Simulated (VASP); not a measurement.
# InAs in VASP: further runs

InAs is run at these levels: PBE+D3(BJ); tasks: single point.

Program: VASP 6.6.1. These are calculated values, not measurements. Logs are shortened: lines on timing, memory, paths and dates and some standing lists are left out, and cuts for length are marked.

## Step 1: The cell of the first run

The cell holds a slab with vacuum, 16 atoms: a = 8.644 Å, b = 6.112 Å, c = 23.483 Å, α = 90.00°, β = 90.00°, γ = 90.00°.

## Step 2: Single point, PBE+D3(BJ)

The input, INCAR:

```
PREC = Accurate
ENCUT = 520
EDIFF = 1E-6
ISMEAR = 0
SIGMA = 0.1
LREAL = Auto
LASPH = T
NELM = 100
ALGO = Normal
ISIF = 2
LWAVE = F
LCHARG = F
LDIPOL = T
IDIPOL = 3
DIPOL = 0.5 0.5 0.500
GGA = PE
IVDW = 12
NBANDS = 86
```

The input, KPOINTS:

```
regular mesh
0
Gamma
  4 5 1
```

The input, POSCAR:

```
InAs
1.0
    8.6438581907      0.0000000000      0.0000000000
    0.0000000000      6.1121307423      0.0000000000
    0.0000000000      0.0000000000     23.4828936431
In As
8 8
Direct
    0.2500000000      0.5000000000      0.3619656133
    0.7500000000      0.5000000000      0.3619656133
    0.5000000000      0.0000000000      0.4539885378
    0.0000000000      0.0000000000      0.4539885378
    0.7500000000      0.5084550516      0.5517458765
    0.2500000000      0.5084550516      0.5517458765
    0.0000000000     -0.0587076976      0.6205210416
    0.5000000000     -0.0587076976      0.6205210416
    0.5000000000      0.2500000000      0.3619656133
    0.0000000000      0.2500000000      0.3619656133
    0.7500000000      0.7500000000      0.4539885378
    0.2500000000      0.7500000000      0.4539885378
    0.0000000000      0.2588487061      0.5460085885
    0.5000000000      0.2588487061      0.5460085885
    0.2500000000      0.7240821772      0.6504216132
    0.7500000000      0.7240821772      0.6504216132
```

Potentials or basis: VASP PAW PBE potentials, release 64 (In_d, As).

Run with:

```
> cat potpaw_PBE.64/In_d/POTCAR potpaw_PBE.64/As/POTCAR > POTCAR
> mpirun -np 1 vasp_std > vasp.out
```

OUTCAR:

```text
PREC = Accurate
   ENCUT = 520
   EDIFF = 1E-6
   ISMEAR = 0
   LREAL = Auto
   LASPH = T
   NELM = 100
   ISIF = 2
   GGA = PE
   IVDW = 12
 IVDW          = 12

 ion  position               nearest neighbor table
   1  0.250  0.500  0.362-   9 2.65  10 2.65  12 2.65
   2  0.750  0.500  0.362-   9 2.65  10 2.65  11 2.65
   3  0.500  0.000  0.454-  11 2.65  12 2.65   9 2.65  14 2.68   8 3.93
   4  0.000  0.000  0.454-  11 2.65  12 2.65  10 2.65  13 2.68   7 3.93
   5  0.750  0.508  0.552-  13 2.65  14 2.65  16 2.67  11 2.73   7 3.78   8 3.78
   6  0.250  0.508  0.552-  13 2.65  14 2.65  15 2.67  12 2.73   7 3.78   8 3.78
   7  0.000  0.941  0.621-  13 2.61  15 2.63  16 2.63   6 3.78   5 3.78   4 3.93
   8  0.500  0.941  0.621-  14 2.61  15 2.63  16 2.63   6 3.78   5 3.78   3 3.93
   9  0.500  0.250  0.362-   1 2.65   2 2.65   3 2.65
  10  0.000  0.250  0.362-   1 2.65   2 2.65   4 2.65
  11  0.750  0.750  0.454-   3 2.65   4 2.65   2 2.65   5 2.73
  12  0.250  0.750  0.454-   3 2.65   4 2.65   1 2.65   6 2.73
  13  0.000  0.259  0.546-   7 2.61   6 2.65   5 2.65   4 2.68
  14  0.500  0.259  0.546-   8 2.61   6 2.65   5 2.65   3 2.68
  15  0.250  0.724  0.650-   7 2.63   8 2.63   6 2.67
  16  0.750  0.724  0.650-   7 2.63   8 2.63   5 2.67

  LATTYP: Found a simple orthorhombic cell.
 ALAT       =     6.1121307423
 B/A-ratio  =     1.4142135624
 C/A-ratio  =     3.8420142882

  Lattice vectors:

 A1 = (   0.0000000000,  -6.1121307423,   0.0000000000)
 A2 = (   8.6438581907,   0.0000000000,   0.0000000000)
 A3 = (   0.0000000000,   0.0000000000,  23.4828936431)

Analysis of symmetry for initial positions (statically):
=====================================================================
 Subroutine PRICEL returns following result:

  LATTYP: Found a simple orthorhombic cell.
 ALAT       =     4.3219290953
 B/A-ratio  =     1.4142135624
 C/A-ratio  =     5.4334287132

  Lattice vectors:

 A1 = (   4.3219290953,   0.0000000000,   0.0000000000)
 A2 = (   0.0000000000,   6.1121307423,   0.0000000000)
 A3 = (   0.0000000000,   0.0000000000,  23.4828936431)

   2 primitive cells build up your supercell.

 Routine SETGRP: Setting up the symmetry group for a
 simple orthorhombic supercell.

 Subroutine GETGRP returns: Found  2 space group operations
 (whereof  2 operations were pure point group operations)
 out of a pool of  8 trial point group operations.

The static configuration has the point symmetry C_1h.

Analysis of symmetry for dynamics (positions and initial velocities):
=====================================================================
 Subroutine PRICEL returns following result:

  LATTYP: Found a simple orthorhombic cell.
 ALAT       =     4.3219290953
 B/A-ratio  =     1.4142135624
 C/A-ratio  =     5.4334287132

  Lattice vectors:

 A1 = (   4.3219290953,   0.0000000000,   0.0000000000)
 A2 = (   0.0000000000,   6.1121307423,   0.0000000000)
 A3 = (   0.0000000000,   0.0000000000,  23.4828936431)

   2 primitive cells build up your supercell.

 Routine SETGRP: Setting up the symmetry group for a
 simple orthorhombic supercell.

 Subroutine GETGRP returns: Found  2 space group operations
 (whereof  2 operations were pure point group operations)
 out of a pool of  8 trial point group operations.

The dynamic configuration has the point symmetry C_1h.

 Subroutine INISYM returns: Found  2 space group operations
 (whereof  2 operations are pure point group operations),
 and found     2 'primitive' translations

----------------------------------------------------------------------------------------

                                     Primitive cell

  volume of cell :     620.3287

  direct lattice vectors                    reciprocal lattice vectors
     4.321929095  0.000000000  0.000000000     0.231378160  0.000000000  0.000000000
     0.000000000  6.112130742  0.000000000     0.000000000  0.163609066  0.000000000
     0.000000000  0.000000000 23.482893643     0.000000000  0.000000000  0.042584190

  length of vectors
     4.321929095  6.112130742 23.482893643     0.231378160  0.163609066  0.042584190

  position of ions in fractional coordinates (direct lattice)
     0.500000000  0.500000000  0.361965613
     1.000000000  0.000000000  0.453988538
     0.500000000  0.508455052  0.551745877
     0.000000000  0.941292302  0.620521042
     1.000000000  0.250000000  0.361965613
     0.500000000  0.750000000  0.453988538
     0.000000000  0.258848706  0.546008589
     0.500000000  0.724082177  0.650421613

  ion indices of the primitive-cell ions
   primitive index   ion index
                 1           1
                 2           3
                 3           6
                 4           7
                 5           9
                 6          12
                 7          13
                 8          15

----------------------------------------------------------------------------------------

 KPOINTS: regular mesh

Automatic generation of k-mesh.
 Grid dimensions read from file:
 generate k-points for:    4    5    1

 Generating k-lattice:

  Cartesian coordinates                     Fractional coordinates (reciprocal lattice)
     0.028922270  0.000000000  0.000000000     0.250000000  0.000000000  0.000000000
     0.000000000  0.032721813  0.000000000     0.000000000  0.200000000  0.000000000
     0.000000000  0.000000000  0.042584190     0.000000000  0.000000000  1.000000000

  Length of vectors
     0.028922270  0.032721813  0.042584190

  Shift w.r.t. Gamma in fractional coordinates (k-lattice)
     0.000000000  0.000000000  0.000000000

 Subroutine IBZKPT returns following result:
 ===========================================

 Found      9 irreducible k-points:

 Following reciprocal coordinates:
            Coordinates               Weight
  0.000000  0.000000  0.000000      1.000000
  0.250000  0.000000  0.000000      2.000000
  0.500000  0.000000  0.000000      1.000000
  0.000000  0.200000  0.000000      2.000000
  0.250000  0.200000  0.000000      4.000000
  0.500000  0.200000  0.000000      2.000000
  0.000000  0.400000  0.000000      2.000000
  0.250000  0.400000  0.000000      4.000000
  0.500000  0.400000  0.000000      2.000000
   k-points           NKPTS =      9   k-points in BZ     NKDIM =      9   number of bands    NBANDS=     86
   number of dos      NEDOS =    301   number of ions     NIONS =     16
   total plane-waves  NPLWV = 552960
   dimension x,y,z NGX =    64 NGY =   48 NGZ =  180
   dimension x,y,z NGXF=   128 NGYF=   96 NGZF=  360
   ions per type =               8   8
   NGX,Y,Z   is equivalent  to a cutoff of  12.31, 13.06, 12.74 a.u.
   NGXF,Y,Z  is equivalent  to a cutoff of  24.62, 26.11, 25.49 a.u.
 SYSTEM =  unknown system
   PREC   = accura    normal or accurate (medium, high low for compatibility)
   ISTART =      0    job   : 0-new  1-cont  2-samecut
   ICHARG =      2    charge: 1-file 2-atom 10-const
   ISPIN  =      1    spin polarized calculation?
   LNONCOLLINEAR =      F non collinear calculations
   LSORBIT =      F    spin-orbit coupling
   LASPH  =      T    aspherical Exc in radial PAW
   ENCUT  =  520.0 eV  38.22 Ry    6.18 a.u.  16.07 11.36 43.66*2*pi/ulx,y,z
   NELM   =    100;   NELMIN=  2; NELMDL= -5     # of ELM steps
   EDIFF  = 0.1E-05   stopping-criterion for ELM
   LREAL  =      T    real-space projection
   EDIFFG = 0.1E-04   stopping-criterion for IOM
   NSW    =      0    number of steps for IOM
   IBRION =     -1    ionic relax: 0-MD 1-quasi-New 2-CG
   NFREE  =      0    steps in history (QN), initial steepest desc. (CG)
   ISIF   =      2    stress and relaxation
   ISYM   =      2    0-nonsym 1-usesym 2-fastsym
   POTIM  = 0.5000    time-step for ionic-motion
   TEBEG  =    0.0;   TEEND  =   0.0 temperature during run
   PSTRESS=    0.0 pullay stress
   NELECT =     144.0000    total number of electrons
   NUPDOWN=      -1.0000    fix difference up-down
   EMIN   =  10.00;   EMAX   =-10.00  energy-range for DOS
   EFERMI =   0.00;   METHOD = LEGACY
   ISMEAR =     0;   SIGMA  =   0.10  broadening in eV -4-tet -1-fermi 0-gaus
   EFERMI_NEDOS =   21; number of points for ismear=-14 and -15
   IALGO  =     38    algorithm
   IMIX   =      4    mixing-type and parameters
     AMIX     =   0.40;   BMIX     =  1.00
     AMIX_MAG =   1.60;   BMIX_MAG =  1.00
  volume/ion in A,a.u.               =      77.54       523.27
  Fermi-wavevector in a.u.,A,eV,Ry     =   0.798568  1.509074  8.676575  0.637710
  Thomas-Fermi vector in A             =   1.905503
   LORBIT       =      0    0 simple, 1 ext, 2 COOP (PROOUT), +10 PAW based schemes
   GGA     = PE    functional components
   LHFCALC =     F    Hartree Fock is set to
   AEXX    =    0.0000 exact exchange contribution
   IVDW    =    12    specifies the selected vdW correction
   LEPSILON=     F    determine dielectric tensor
   LRPA    =     F    only Hartree local field effects (RPA)
 non-spin polarized calculation
 Gauss-broadening in eV      SIGMA  =   0.10
  energy-cutoff  :      520.00
  volume of cell :     1240.66
 maximum number of plane-waves:     33436
   NGX = 33   NGY = 23   NGZ = 87

 number of electron     144.0000007 magnetization

 dipolmoment           0.000000      0.000000      0.046942 electrons x Angstroem

 Free energy of the ion-electron system (eV)
  ---------------------------------------------------
  ext. energy  EPLUGINS =         0.00000000
  ---------------------------------------------------
  free energy    TOTEN  =       -57.54589033 eV

  energy without entropy =      -57.54587740  energy(sigma->0) =      -57.54588387

 E-fermi :  -1.2226     XC(G=0):  -3.9104

 val. band max:       -1.4708054313   @ k =   0.0000   0.0000   0.0000
 cond. band min:      -0.9757479178   @ k =   0.0000   0.0000   0.0000
 fundamental gap:      0.4950575135
 Fermi energy:        -1.2225616890

 k-point     1 :       0.0000    0.0000    0.0000
  band No.  band energies     occupation
      1     -15.9595      2.00000
      2     -15.9470      2.00000
      3     -15.9188      2.00000
      4     -15.9142      2.00000
      5     -15.9002      2.00000
      6     -15.8911      2.00000
[... 76 lines left out ...]
     83       1.4302      0.00000
     84       1.5045      0.00000

 k-point     2 :       0.2500    0.0000    0.0000
  band No.  band energies     occupation
      1     -15.9562      2.00000
      2     -15.9465      2.00000
      3     -15.9169      2.00000
      4     -15.9138      2.00000
      5     -15.8949      2.00000
      6     -15.8897      2.00000
[... 598 lines left out ...]
     83       1.9271      0.00000
     84       2.2712      0.00000

 k-point     9 :       0.5000    0.4000    0.0000
  band No.  band energies     occupation
      1     -15.9498      2.00000
      2     -15.9498      2.00000
      3     -15.9067      2.00000
      4     -15.9067      2.00000
      5     -15.8910      2.00000
      6     -15.8910      2.00000
[... 76 lines left out ...]
     83       2.4558      0.00000
     84       2.4558      0.00000
 [bands above 84 left out]

------------------------ aborting loop because EDIFF is reached ----------------------------------------

 vacuum level on the upper side and lower side of the slab       (xc-potential included)        -0.028        -0.175

 Edisp (eV)   -3.57188

 E8    (eV) :    -1.7125

  FORCE on cell =-STRESS in cart. coord.  units (eV):
  Direction    XX          YY          ZZ          XY          YZ          ZX
  --------------------------------------------------------------------------------------
  -------------------------------------------------------------------------------------
  Total      -2.41114    -2.84006     0.79769     0.00000     2.88765     0.00000
  in kB      -3.11373    -3.66764     1.03013     0.00000     3.72910     0.00000
  external pressure =       -1.92 kB  Pullay stress =        0.00 kB

 VOLUME and BASIS-vectors are now :
 -----------------------------------------------------------------------------
  energy-cutoff  :      520.00
  volume of cell :     1240.66
      direct lattice vectors                 reciprocal lattice vectors
     8.643858191  0.000000000  0.000000000     0.115689080  0.000000000  0.000000000
     0.000000000  6.112130742  0.000000000     0.000000000  0.163609066  0.000000000
     0.000000000  0.000000000 23.482893643     0.000000000  0.000000000  0.042584190

 POSITION                                       TOTAL-FORCE (eV/Angst)
 -----------------------------------------------------------------------------------
      2.16096      3.05607      8.50000         0.000000     -0.780084      0.983580
      6.48289      3.05607      8.50000        -0.000000     -0.780084      0.983580
      4.32193      0.00000     10.66096         0.000000      0.376109      0.159252
      0.00000      0.00000     10.66096         0.000000      0.376109      0.159252
      6.48289      3.10774     12.95659        -0.000000     -0.025312      0.008199
      2.16096      3.10774     12.95659        -0.000000     -0.025312      0.008199
[... 8 lines left out ...]
      2.16096      4.42568     15.27378        -0.000000     -0.010181      0.020055
      6.48289      4.42568     15.27378        -0.000000     -0.010181      0.020055
 -----------------------------------------------------------------------------------
    total drift:                                0.000000     -0.010060      0.101589

  FREE ENERGIE OF THE ION-ELECTRON SYSTEM (eV)
  ---------------------------------------------------
  free  energy   TOTEN  =       -61.1177707523 eV

  energy  without entropy=      -61.1177578246  energy(sigma->0) =      -61.11776429

 vacuum level on the upper side and lower side of the slab         3.246         3.097
```

Wall time 65 min (1 thread of Oxide Virtual Turin-like, shared host); peak memory 1.3 GiB.

What came out:

```
Free energy                : -61.1178 eV
Largest force              : 1.255 eV/Å
Band gap on the k mesh     : 0.50 eV
Dispersion energy per atom : -0.223 eV
```

Forces on the atoms (eV/Å):
```
In   0.000 -0.780  0.984
In   0.000 -0.780  0.984
In   0.000  0.376  0.159
In   0.000  0.376  0.159
In   0.000 -0.025  0.008
In   0.000 -0.025  0.008
In   0.000  0.015 -0.009
In   0.000  0.015 -0.009
As   0.000  0.104 -1.152
As   0.000  0.104 -1.152
As   0.000  0.324 -0.020
As   0.000  0.324 -0.020
As   0.000 -0.003  0.011
As   0.000 -0.003  0.011
As   0.000 -0.010  0.020
As   0.000 -0.010  0.020
```

Caveat: semilocal functionals underestimate gaps, and a narrow one can read as zero; spin-orbit coupling is left out, which moves the levels of the heavy elements.

## Step 3: Single point, PBE+D3(BJ)

This run uses another cell than the first one.

The input, INCAR:

```
ALGO     = Normal         # electronic algorithm
DIPOL    = 0.5 0.5 0.459
EDIFF    = 1E-6           # SCF threshold, eV
ENCUT    = 400            # plane-wave cutoff, eV
GGA      = PE             # functional
GGA_COMPAT= False        
IDIPOL   = 3            
ISIF     = 2              # what is computed and relaxed
ISMEAR   = 0              # smearing method
IVDW     = 12             # dispersion correction
LASPH    = True           # aspherical terms in the spheres
LCHARG   = False          # write CHGCAR
LDIPOL   = True         
LREAL    = False          # projectors in reciprocal space
LWAVE    = False          # write WAVECAR
NBANDS   = 86             # bands
NELM     = 120            # most SCF steps
NELMDL   = -8           
PREC     = Accurate       # precision mode
SIGMA    = 0.1            # smearing width, eV
```

The input, KPOINTS:

```
k-points
0
Gamma
  2 3 1
```

The input, POSCAR:

```
InAs
1.0
    8.6438581907      0.0000000000      0.0000000000
    0.0000000000      6.1121307423      0.0000000000
    0.0000000000      0.0000000000     24.4828936431
In As
8 8
Direct
    0.2500000000      0.5000000000      0.3267587613
    0.7500000000      0.5000000000      0.3267587613
    0.5000000000      0.0000000000      0.4150230237
    0.0000000000      0.0000000000      0.4150230237
    0.7498515005      0.5082992337      0.5089455361
    0.2501414237      0.5081524030      0.5089082399
    0.0000848483     -0.0595700349      0.5753781219
    0.4999062066     -0.0488395288      0.5764222316
    0.5000000000      0.2500000000      0.3267587613
    0.0000000000      0.2500000000      0.3267587613
    0.7500000000      0.7500000000      0.4150230237
    0.2500000000      0.7500000000      0.4150230237
   -0.0000153157      0.2576589070      0.5037776461
    0.5000194525      0.2592213846      0.5023885624
    0.2510830473      0.7246009106      0.6036583507
    0.7489493129      0.7250112073      0.6036963737
```

Potentials or basis: VASP PAW PBE potentials, release 64 (In_d, As).

Run with:

```
> cat potpaw_PBE.64/In_d/POTCAR potpaw_PBE.64/As/POTCAR > POTCAR
> mpirun -np 1 vasp_std > vasp.out
```

Wall time 13 min (1 thread of Oxide Virtual Turin-like, shared host); peak memory 0.74 GiB.

It converged, with:

- Free energy: -60.9190 eV
- Largest force: 1.250 eV/Å
- Band gap on the k mesh: 0.48 eV
- Dispersion energy per atom: -0.223 eV

Forces on the atoms (eV/Å):
```
In  -0.003 -0.784  0.973
In   0.003 -0.784  0.974
In   0.000  0.285  0.117
In   0.000  0.365  0.198
In   0.009  0.027 -0.001
In  -0.009  0.026 -0.004
In  -0.001 -0.017  0.011
In   0.003 -0.149 -0.059
As   0.000  0.134 -1.133
As   0.000  0.134 -1.133
As   0.005  0.311 -0.027
As  -0.005  0.312 -0.028
As   0.000  0.024 -0.018
As   0.000  0.048  0.110
As   0.023  0.037  0.012
As  -0.025  0.033  0.008
```

Levels at points of the mesh, in eV from the valence-band top:
```csv
k point,band 68,band 69,band 70,band 71,band 72,band 73,band 74,band 75,band 76,band 77
"(0.00, 0.00, 0.00)",-0.93,-0.37,-0.30,-0.23,0.00,0.48,0.82,1.25,1.54,1.91
"(0.50, 0.00, 0.00)",-1.25,-0.80,-0.78,-0.21,-0.20,0.87,0.88,1.87,1.94,2.26
```

Caveat: semilocal functionals underestimate gaps, and a narrow one can read as zero; spin-orbit coupling is left out, which moves the levels of the heavy elements.
